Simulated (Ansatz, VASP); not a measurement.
# Pb in VASP and in Ansatz

Contents of INCAR:

```
PREC = Accurate
ENCUT = 520
EDIFF = 1E-6
ISMEAR = -1
SIGMA = 0.1
LREAL = False
LASPH = True
NELM = 60
ALGO = Normal
ISIF = 2
LWAVE = False
LCHARG = True
GGA = PE
LELF = True
LVHAR = True
NBANDS = 13
```

The input KPOINTS:

```
regular mesh
0
Gamma
  16 16 16
```

POSCAR

```
Pb
1.0
    3.3362123570      0.0000000000      0.0000000000
    0.0000000000      3.3362123570      0.0000000000
    0.0000000000      0.0000000000      3.3362123570
Pb
1
Direct
    0.0000000000      0.0000000000      0.0000000000
```

Input for Ansatz:

```yaml
crystal:
  lattice:
    - [3.336212357, 0.0, 0.0]
    - [0.0, 3.336212357, 0.0]
    - [0.0, 0.0, 3.336212357]
  atoms:
    - { symbol: Pb, position: [0.0, 0.0, 0.0] }
hamiltonian:
  xc: pbe
  pseudopotentials:
    kind: paw
    azcp:
      Pb: "pseudopotentials/Pb.paw.azcp"
basis:
  ecutwfc: 420
  fft_grid_basis: typed
kpoints:
  mp_grid: { grid: [16, 16, 16], shift: [0, 0, 0] }
magnetization:
  spin_polarized: false
scf:
  occupations: { method: fermi_dirac, width: 0.1 }
output:
  stress: true
```

Alike in both runs: task single point; functional PBE; k mesh 16 × 16 × 16; occupations fermi-dirac, width 0.1 eV; no spin polarisation.

```csv
,VASP,Ansatz
version,VASP 6.6.1,Ansatz 0.2.0
potentials or method,"VASP PAW PBE potentials, release 64 (Pb_d), cutoff 520 eV","plane waves (420 eV) with PAW, scalar-relativistic"
valence electrons in the cell,14,14
```

|  | VASP | Ansatz | Ansatz less VASP |
| --- | --- | --- | --- |
| pressure (GPa) | -2.2 | -2.2 | +0.04 |

With one functional, cell and mesh, what is left measures potentials, basis and numerics.

Spin-orbit coupling is off throughout.
